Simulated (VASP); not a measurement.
# Sn (I4_1/amd) in VASP: notebook

The runs below take Sn through single point, with PBE.

All numbers are computed with VASP 6.6.1; they aren't measurements. Logs are shortened: lines on timing, memory, paths and dates and some standing lists are left out, and cuts for length are marked.

### Step 1. The cell of the first run

It takes space group I4_1/amd (No. 141, tetragonal). The conventional cell has a = 4.590 Å, b = 4.590 Å, c = 6.361 Å, α = 90.00°, β = 90.00°, γ = 90.00°. Sn (site symmetry -4m2) has 4 Sn at 2.79 Å within 3.7 Å.

### Step 2. Single point, PBE (strain -0.0200 x Voigt [0, 1, 0, 0, 0, 0])

INCAR reads:

```
SYSTEM = Sn
PREC = Accurate
ENCUT = 520
EDIFF = 1E-6
ISMEAR = 0
SIGMA = 0.15
LREAL = .False.
LASPH = .True.
NELM = 100
ALGO = Fast
ISIF = 2
LWAVE = .False.
LCHARG = .False.
GGA = PE
NBANDS = 21
```

KPOINTS reads:

```
Automatic mesh
0
Gamma
  12 12 12
  0 0 0
```

POSCAR reads:

```
Sn
1.0
    0.0000000000      3.1806880000      3.2456000000
    3.2456000000      0.0000000000      3.2456000000
    3.2456000000      3.1806880000      0.0000000000
Sn
2
Direct
    0.5000000000      0.5000000000      0.5000000000
    0.7500000000      0.7500000000      0.7500000000
```

Potentials or basis: VASP PAW PBE potentials, release 64 (Sn_d).

On the command line:

```
cat potpaw_PBE.64/Sn_d/POTCAR > POTCAR
mpirun -np 1 vasp_std > vasp.out
```

OUTCAR:

```text
SYSTEM = Sn
   PREC = Accurate
   ENCUT = 520
   EDIFF = 1E-6
   ISMEAR = 0
   LREAL = .False.
   LASPH = .True.
   NELM = 100
   ISIF = 2
   GGA = PE

 ion  position               nearest neighbor table
   1  0.500  0.500  0.500-   2 2.79   2 2.79   2 2.79   2 2.79
   2  0.750  0.750  0.750-   1 2.79   1 2.79   1 2.79   1 2.79

  LATTYP: Found a body centered tetragonal cell.
 ALAT       =     4.5899715380
 C/A-ratio  =     1.3859292911

  Lattice vectors:

 A1 = (   0.0000000000,  -3.1806880000,   3.2456000000)
 A2 = (   0.0000000000,  -3.1806880000,  -3.2456000000)
 A3 = (   3.2456000000,   3.1806880000,   0.0000000000)

Analysis of symmetry for initial positions (statically):
=====================================================================
 Subroutine PRICEL returns:
 Original cell was already a primitive cell.

 Routine SETGRP: Setting up the symmetry group for a
 body centered tetragonal supercell.

 Subroutine GETGRP returns: Found 16 space group operations
 (whereof  8 operations were pure point group operations)
 out of a pool of 16 trial point group operations.

The static configuration has the point symmetry D_2d.
 The point group associated with its full space group is D_4h.

Analysis of symmetry for dynamics (positions and initial velocities):
=====================================================================
 Subroutine PRICEL returns:
 Original cell was already a primitive cell.

 Routine SETGRP: Setting up the symmetry group for a
 body centered tetragonal supercell.

 Subroutine GETGRP returns: Found 16 space group operations
 (whereof  8 operations were pure point group operations)
 out of a pool of 16 trial point group operations.

The dynamic configuration has the point symmetry D_2d.
 The point group associated with its full space group is D_4h.

 Subroutine INISYM returns: Found 16 space group operations
 (whereof  8 operations are pure point group operations),
 and found     1 'primitive' translations

----------------------------------------------------------------------------------------

                                     Primitive cell

  volume of cell :      67.0102

  direct lattice vectors                    reciprocal lattice vectors
     0.000000000  3.180688000  3.245600000    -0.154054720  0.157198694  0.154054720
     3.245600000  0.000000000  3.245600000     0.154054720 -0.157198694  0.154054720
[... 70 lines left out ...]
   dimension x,y,z NGX =    36 NGY =   36 NGZ =   36
   dimension x,y,z NGXF=    72 NGYF=   72 NGZF=   72
   ions per type =               2
   NGX,Y,Z   is equivalent  to a cutoff of  13.17, 13.04, 13.17 a.u.
   NGXF,Y,Z  is equivalent  to a cutoff of  26.34, 26.08, 26.34 a.u.
 SYSTEM =  Sn
   PREC   = accura    normal or accurate (medium, high low for compatibility)
   ISTART =      0    job   : 0-new  1-cont  2-samecut
   ICHARG =      2    charge: 1-file 2-atom 10-const
   ISPIN  =      1    spin polarized calculation?
   LNONCOLLINEAR =      F non collinear calculations
   LSORBIT =      F    spin-orbit coupling
   LASPH  =      T    aspherical Exc in radial PAW
   ENCUT  =  520.0 eV  38.22 Ry    6.18 a.u.   8.45  8.53  8.45*2*pi/ulx,y,z
   NELM   =    100;   NELMIN=  2; NELMDL= -5     # of ELM steps
   EDIFF  = 0.1E-05   stopping-criterion for ELM
   LREAL  =      F    real-space projection
[... 7 lines left out ...]
   TEBEG  =    0.0;   TEEND  =   0.0 temperature during run
   PSTRESS=    0.0 pullay stress
   NELECT =      28.0000    total number of electrons
   NUPDOWN=      -1.0000    fix difference up-down
   EMIN   =  10.00;   EMAX   =-10.00  energy-range for DOS
   EFERMI =   0.00;   METHOD = LEGACY
   ISMEAR =     0;   SIGMA  =   0.15  broadening in eV -4-tet -1-fermi 0-gaus
   EFERMI_NEDOS =   21; number of points for ismear=-14 and -15
   IALGO  =     68    algorithm
   IMIX   =      4    mixing-type and parameters
     AMIX     =   0.40;   BMIX     =  1.00
     AMIX_MAG =   1.60;   BMIX_MAG =  1.00
  volume/ion in A,a.u.               =      33.51       226.10
  Fermi-wavevector in a.u.,A,eV,Ry     =   1.223903  2.312842 20.380706  1.497940
  Thomas-Fermi vector in A             =   2.358997
   LORBIT       =      0    0 simple, 1 ext, 2 COOP (PROOUT), +10 PAW based schemes
   GGA     = PE    functional components
   LHFCALC =     F    Hartree Fock is set to
   AEXX    =    0.0000 exact exchange contribution
   IVDW    =     0    specifies the selected vdW correction
   LEPSILON=     F    determine dielectric tensor
   LRPA    =     F    only Hartree local field effects (RPA)
 non-spin polarized calculation
 RMM-DIIS sequential band-by-band and
 Gauss-broadening in eV      SIGMA  =   0.15
  energy-cutoff  :      520.00
  volume of cell :       67.01
 maximum number of plane-waves:      1839
 NGX is ok and might be reduce to    36
   NGX = 17   NGY = 17   NGZ = 17

 number of electron      28.0000008 magnetization

 Free energy of the ion-electron system (eV)
  ---------------------------------------------------
  ext. energy  EPLUGINS =         0.00000000
  ---------------------------------------------------
  free energy    TOTEN  =        -7.61107347 eV

  energy without entropy =       -7.60940116  energy(sigma->0) =       -7.61023731

 E-fermi :   5.8923     XC(G=0):  -8.9621

 val. band max:        5.8914672214   @ k =   0.0000   0.0000   0.0000
 cond. band min:       5.9211148867   @ k =   0.4167   0.0000   0.0000
 fundamental gap:      0.0296476653
 Fermi energy:         5.8923475942

 k-point     1 :       0.0000    0.0000    0.0000
  band No.  band energies     occupation
      1     -15.8803      2.00000
      2     -15.8716      2.00000
      3     -15.8716      2.00000
      4     -15.8139      2.00000
      5     -15.8104      2.00000
      6     -15.4915      2.00000
[... 565 lines left out ...]
     20      13.7479      0.00000
     21      13.9286      0.00000

 [... further k-points ...]
[... 5 lines left out ...]
  --------------------------------------------------------------------------------------
  -------------------------------------------------------------------------------------
  Total        1.6806712      1.9159724      1.6806712      0.0000000      0.0000000      0.0000000
  in kB       40.1839194     45.8098409     40.1839194      0.0000000      0.0000000      0.0000000
  external PRESSURE =      42.0592266 kB  Pullay stress =       0.0000000 kB

 VOLUME and BASIS-vectors are now :
 -----------------------------------------------------------------------------
  energy-cutoff  :      520.00
  volume of cell :       67.01
      direct lattice vectors                 reciprocal lattice vectors
     0.000000000  3.180688000  3.245600000    -0.154054720  0.157198694  0.154054720
     3.245600000  0.000000000  3.245600000     0.154054720 -0.157198694  0.154054720
     3.245600000  3.180688000  0.000000000     0.154054720  0.157198694 -0.154054720

 POSITION                                       TOTAL-FORCE (eV/Angst)
 -----------------------------------------------------------------------------------
      3.24560      3.18069      3.24560         0.000000     -0.000000      0.000000
      4.86840      4.77103      4.86840        -0.000000      0.000000      0.000000
 -----------------------------------------------------------------------------------
    total drift:                                0.000000      0.000000      0.000000

  FREE ENERGIE OF THE ION-ELECTRON SYSTEM (eV)
  ---------------------------------------------------
  free  energy   TOTEN  =        -7.6110734681 eV

  energy  without entropy=       -7.6094011595  energy(sigma->0) =       -7.61023731
```

Run time: 3.1 min. Hardware: 1 thread of Intel Xeon Platinum 8259CL at 2.50GHz (Skylake/Cascade Lake), shared host; peak memory 0.33 GiB.

Results:

```yaml
Free_energy: -7.6111 eV
Pressure: 4.2 GPa
Band_gap_on_the_k_mesh: zero (band 14 reaches 5.89 eV, above the bottom of band 15 at 5.88 eV)
```

Levels at points of the mesh, in eV from the Fermi level:
```csv
k point,band 10,band 11,band 12,band 13,band 14,band 15,band 16,band 17,band 18,band 19
"(0.00, 0.00, 0.00)",-21.36,-10.78,-0.55,0.00,0.00,0.13,2.07,2.15,2.15,4.99
"(0.50, 0.00, 0.00)",-21.31,-9.11,-6.41,-1.26,-1.12,-0.02,3.15,3.25,5.59,8.52
"(0.50, 0.50, 0.00)",-21.30,-7.64,-7.64,-2.53,-2.53,0.80,0.80,7.78,7.78,9.37
"(0.50, 0.00, 0.50)",-21.30,-7.57,-7.57,-2.64,-2.64,0.67,0.67,7.82,7.82,9.46
```

Caveat: the cell differs from its parent crystal (strain -0.0200 x Voigt [0, 1, 0, 0, 0, 0]); spin-orbit coupling is left out, which moves the levels of the heavy elements.

### Step 3. Single point, PBE (strain +0.0175 x Voigt [0, 1, 0, 0, 0, 0])

INCAR reads:

```
SYSTEM = Sn
PREC     = Accurate       ! precision mode
ENCUT    = 520            ! plane-wave cutoff, eV
EDIFF    = 1E-6           ! SCF threshold, eV
ISMEAR   = 0              ! smearing method
SIGMA    = 0.15           ! smearing width, eV
LREAL    = .FALSE.        ! projectors in reciprocal space
LASPH    = .TRUE.         ! aspherical terms in the spheres
NELM     = 60             ! most SCF steps
ALGO     = Fast           ! electronic algorithm
ISIF     = 2              ! what is computed and relaxed
LWAVE    = .FALSE.        ! write WAVECAR
LCHARG   = .FALSE.        ! write CHGCAR
GGA      = PE             ! functional
NBANDS   = 21             ! bands
```

KPOINTS reads:

```
Automatic mesh
0
G
  12 12 12
  0 0 0
```

POSCAR reads:

```
Sn
1.0
    0.0000000000      3.3023980000      3.2456000000
    3.2456000000      0.0000000000      3.2456000000
    3.2456000000      3.3023980000      0.0000000000
Sn
2
Direct
    0.5000000000      0.5000000000      0.5000000000
    0.7500000000      0.7500000000      0.7500000000
```

Potentials or basis: VASP PAW PBE potentials, release 64 (Sn_d).

On the command line:

```
cat potpaw_PBE.64/Sn_d/POTCAR > POTCAR
mpirun -np 1 vasp_std > vasp.out
```

OUTCAR:

```text
SYSTEM = Sn
   PREC = Accurate
   ENCUT = 520
   EDIFF = 1E-6
   ISMEAR = 0
   LREAL = .FALSE.
   LASPH = .TRUE.
   NELM = 60
   ISIF = 2
   GGA = PE

 ion  position               nearest neighbor table
   1  0.500  0.500  0.500-   2 2.83   2 2.83   2 2.83   2 2.83
   2  0.750  0.750  0.750-   1 2.83   1 2.83   1 2.83   1 2.83

  LATTYP: Found a body centered tetragonal cell.
 ALAT       =     4.5899715380
 C/A-ratio  =     1.4389622997

  Lattice vectors:

 A1 = (   0.0000000000,  -3.3023980000,   3.2456000000)
[... 192 lines left out ...]
      4     -16.1421      2.00000
      5     -16.1401      2.00000
      6     -15.8536      2.00000
[... 565 lines left out ...]
     20      13.2730      0.00000
     21      13.4966      0.00000

 [... further k-points ...]
[... 5 lines left out ...]
  --------------------------------------------------------------------------------------
  -------------------------------------------------------------------------------------
  Total        1.0715562      0.8498991      1.0715562      0.0000000     -0.0000000      0.0000000
  in kB       24.6760794     19.5716998     24.6760794      0.0000000     -0.0000000      0.0000000
  external PRESSURE =      22.9746195 kB  Pullay stress =       0.0000000 kB

 VOLUME and BASIS-vectors are now :
 -----------------------------------------------------------------------------
  energy-cutoff  :      520.00
  volume of cell :       69.57
      direct lattice vectors                 reciprocal lattice vectors
     0.000000000  3.302398000  3.245600000    -0.154054720  0.151405130  0.154054720
     3.245600000  0.000000000  3.245600000     0.154054720 -0.151405130  0.154054720
     3.245600000  3.302398000  0.000000000     0.154054720  0.151405130 -0.154054720

 POSITION                                       TOTAL-FORCE (eV/Angst)
 -----------------------------------------------------------------------------------
      3.24560      3.30240      3.24560        -0.000000     -0.000000     -0.000000
      4.86840      4.95360      4.86840         0.000000      0.000000      0.000000
 -----------------------------------------------------------------------------------
    total drift:                                0.000000      0.000000      0.000000

  FREE ENERGIE OF THE ION-ELECTRON SYSTEM (eV)
  ---------------------------------------------------
  free  energy   TOTEN  =        -7.6639183610 eV

  energy  without entropy=       -7.6619279907  energy(sigma->0) =       -7.66292318
```

stdout:

```text
POSCAR found type information on POSCAR Sn
 POSCAR found :  1 types and       2 ions
 scaLAPACK will be used
 LDA part: xc-table for (Slater+PW92), standard interpolation
 POSCAR, INCAR and KPOINTS ok, starting setup
 FFT: planning ... GRIDC
 FFT: planning ... GRID_SOFT
 FFT: planning ... GRID
 WAVECAR not read
 entering main loop
WARNING in EDDRMM: call to ZHEGV failed, returncode =   8  4     20
```

It took 3.5 min on 1 thread of Intel Xeon Platinum 8375C at 2.90GHz (Ice Lake), shared host; peak memory 0.34 GiB.

What came out:

| Item | Value |
| --- | --- |
| Free energy | -7.6639 eV |
| Pressure | 2.3 GPa |
| Band gap on the k mesh | zero (band 14 reaches 5.58 eV, above the bottom of band 15 at 5.41 eV) |

Levels at points of the mesh, in eV from the Fermi level:
```
           k point  band 10  band 11  band 12  band 13  band 14  band 15  band 16  band 17  band 18  band 19
(0.00, 0.00, 0.00)   -21.30   -10.50    -0.78    -0.01     0.11     0.11     2.12     2.12     2.19     4.99
(0.50, 0.00, 0.00)   -21.26    -8.91    -6.24    -1.17    -1.05    -0.06     3.18     3.25     5.65     8.42
(0.50, 0.50, 0.00)   -21.24    -7.45    -7.45    -2.45    -2.45     0.79     0.79     7.59     7.59     9.16
(0.50, 0.00, 0.50)   -21.24    -7.51    -7.51    -2.36    -2.36     0.90     0.90     7.58     7.58     9.13
```

Caveat: the cell differs from its parent crystal (strain +0.0175 x Voigt [0, 1, 0, 0, 0, 0]); spin-orbit coupling is left out, which moves the levels of the heavy elements.
